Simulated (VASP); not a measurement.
**WC: single point with PBEsol**

WC:

```xyz
2
Lattice="3.1303 0.0000 0.0000 -1.5651 2.7109 0.0000 0.0000 0.0000 2.7145" Properties=species:S:1:pos:R:3 pbc="T T T"
W     0.0000    0.0000    0.0000
C     1.5651    0.9036    1.3573
```

This cell differs from its parent crystal: strain +0.080 along x and y, -0.040 along z.

* Program: VASP 6.6.1
* Task: single point
* Functional: PBEsol
* Potentials or basis: VASP PAW PBE potentials, release 64 (W_sv, C)
* Cutoff: 520 eV
* k mesh: 24 × 24 × 22
* Occupations: gaussian, width 0.15 eV
* Spin: no spin polarisation
* Dipole correction: no
* Further INCAR settings: ALGO = Normal; EDIFF = 1e-06; NBANDS = 16

- Pressure: -28.0 GPa
- Band gap on the k mesh: zero (bands 9 and 10 overlap by 1.75 eV)

Stress tensor (GPa, compression positive):
```
-49.10   0.00   0.00
  0.00 -49.10   0.00
  0.00   0.00  14.22
```

Levels at points of the mesh, in eV from the Fermi level:
| k point | band 6 | band 7 | band 8 | band 9 | band 10 | band 11 | band 12 | band 13 |
| --- | --- | --- | --- | --- | --- | --- | --- | --- |
| (0.00, 0.00, 0.00) | -3.94 | -3.78 | -3.78 | 1.20 | 3.06 | 3.06 | 4.69 | 5.38 |
| (0.50, 0.00, 0.00) | -6.87 | -3.39 | -1.93 | -1.23 | 2.53 | 2.93 | 3.22 | 6.67 |
| (0.00, 0.00, 0.50) | -7.88 | -2.82 | -2.82 | -0.46 | -0.46 | 3.61 | 3.61 | 4.91 |
| (0.50, 0.00, 0.50) | -5.92 | -4.63 | -3.74 | 0.33 | 3.16 | 4.70 | 5.44 | 7.84 |

It took 58 s on 1 thread of Intel(R) Xeon(R) 6975P-C (Granite Rapids), with other jobs on the host, peak memory 0.36 GiB.

Caveat: the cell differs from its parent crystal (strain +0.080 along x and y, -0.040 along z); the stress differs along the axes, from -49 to 14 GPa; the PAW data sets were made with another functional, which shifts forces and pressure a little; spin-orbit coupling is left out, which moves the levels of the heavy elements.
